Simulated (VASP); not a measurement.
Here is a VASP 6.6.1 calculation.

The input POSCAR:

```
Ir
1.0
    0.0000000000      1.8813060000      1.9197000000
    1.9197000000      0.0000000000      1.9197000000
    1.9197000000      1.8813060000      0.0000000000
Ir
1
Direct
    0.0000000000      0.0000000000      0.0000000000
```

Contents of INCAR.step1:

```
SYSTEM = Ir
PREC     = Accurate       ! precision mode
ENCUT    = 520            ! plane-wave cutoff, eV
ISMEAR   = 0              ! smearing method
SIGMA    = 0.15           ! smearing width, eV
LREAL    = .False.        ! projectors in reciprocal space
LASPH    = .True.         ! aspherical terms in the spheres
NELM     = 100            ! most SCF steps
NBANDS   = 10             ! bands
GGA      = PE             ! functional
ALGO     = Normal         ! electronic algorithm
EDIFF    = 1E-4           ! SCF threshold, eV
LWAVE    = .True.         ! write WAVECAR
LCHARG   = .False.        ! write CHGCAR
```

Contents of INCAR.step2:

```
SYSTEM = Ir
PREC     = Accurate       ! precision mode
ENCUT    = 520            ! plane-wave cutoff, eV
EDIFF    = 1E-7           ! SCF threshold, eV
ISMEAR   = 0              ! smearing method
SIGMA    = 0.15           ! smearing width, eV
LREAL    = .False.        ! projectors in reciprocal space
LASPH    = .True.         ! aspherical terms in the spheres
NELM     = 100            ! most SCF steps
ALGO     = Normal         ! electronic algorithm
ISIF     = 2              ! what is computed and relaxed
LWAVE    = .False.        ! write WAVECAR
LCHARG   = .False.        ! write CHGCAR
METAGGA  = R2SCAN         ! meta-GGA
LMIXTAU  = .True.       
NBANDS   = 10             ! bands
ISTART   = 1
```

File KPOINTS:

```
Automatic mesh
0
Gamma
  22 22 22
  0 0 0
```

Potentials or basis: VASP PAW PBE potentials, release 64 (Ir).

The run is started by

```bash
$ cat potpaw_PBE.64/Ir/POTCAR > POTCAR
$ cp INCAR.step1 INCAR
$ mpirun -np 1 vasp_std > vasp.out
$ cp INCAR.step2 INCAR
$ mpirun -np 1 vasp_std > vasp.out
```

(1) Predict the pressure.

(2) Predict the band gap on the k mesh.

Results:

(1) 12.7 GPa.

(2) zero (an odd number of electrons rules out a gap without spin polarisation).

Caveat: the cell differs from its parent crystal (strain -0.0200 x Voigt [0, 1, 0, 0, 0, 0]); the cell stands under pressure; the PAW data sets were made with another functional, which shifts forces and pressure a little; spin-orbit coupling is left out, which moves the levels of the heavy elements.
